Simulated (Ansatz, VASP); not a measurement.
**One calculation of MgS, two programs**

```xyz
2
Lattice="0.0512 2.7265 2.7362 2.7376 0.0210 2.7664 2.7321 2.7513 0.0264" Properties=species:S:1:pos:R:3 pbc="T T T"
Mg    0.0382    0.1316   -0.0469
S     4.1025    3.9925    4.1937
```

Change from the starting cell: all atoms moved at random, cell strained at random.

Alike in both runs: task single point; functional PBE; k mesh 8 × 8 × 8; occupations gaussian, width 0.02 eV; no spin polarisation.

|  | VASP | Ansatz |
| --- | --- | --- |
| version | VASP 6.6.1 | Ansatz 0.2.0 |
| potentials or method | VASP PAW PBE potentials, release 64 (Mg, S), cutoff 520 eV | scalar-relativistic, plane waves, PAW |
| valence electrons in the cell | 8 | 16 |

VASP gave:

| Property | Result |
| --- | --- |
| gap on the k mesh at the Fermi level (eV) | 3.47 |
| least direct gap on the mesh (eV) | 3.73 |
| pressure (GPa) | 13.5 |
| traceless stress, the component that is largest in VASP (GPa) | -13.61 |
| rms of the force components (eV/Å) | 1.837 |

Task: Which values does Ansatz return?

Result: gap on the k mesh at the Fermi level (eV): 3.47; least direct gap on the mesh (eV): 3.73; pressure (GPa): 13.5; traceless stress, the component that is largest in VASP (GPa): -13.49; rms of the force components (eV/Å): 1.820.

Atom by atom the forces differ by 0.018 eV/Å (rms over components). The functional is the same, so the differences come from potentials, cutoffs and numerics. VASP's potentials hold 8 valence electrons a cell and Ansatz's 16, so a difference there can come from the potentials and not from the codes.
